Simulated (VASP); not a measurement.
Here is a VASP 6.6.1 calculation.

The input INCAR:

```
PREC = Accurate
ENCUT = 520
EDIFF = 1E-6
ISMEAR = 0
SIGMA = 0.15
LREAL = False
LASPH = True
NELM = 60
ALGO = Normal
ISIF = 2
LWAVE = False
LCHARG = False
GGA = CA
NBANDS = 11
```

The input KPOINTS:

```
Automatic mesh
0
Gamma
  20 20 20
```

The input POSCAR:

```
Pt
1.0
    0.0973383644      2.0149041435      2.0149041435
    2.0149041435      0.0973383644      2.0149041435
    2.0149041435      2.0149041435      0.0973383644
Pt
1
Direct
    0.0000000000      0.0000000000      0.0000000000
```

Potentials or basis: VASP PAW LDA potentials, release 64 (Pt).

Launch:

```sh
$ cat potpaw_LDA.64/Pt/POTCAR > POTCAR
$ mpirun -np 1 vasp_std > vasp.out
```

Question: Predict the pressure.

Answer: -5.6 GPa.

Question: Predict the band gap on the k mesh.

Answer: Zero (bands 5 and 6 overlap by 2.31 eV).

Stress tensor (GPa, compression positive):
```
-5.58 -3.89 -3.89
-3.89 -5.58 -3.89
-3.89 -3.89 -5.58
```

Caveat: the cell stands under tension; spin-orbit coupling is left out, which moves the levels of the heavy elements.
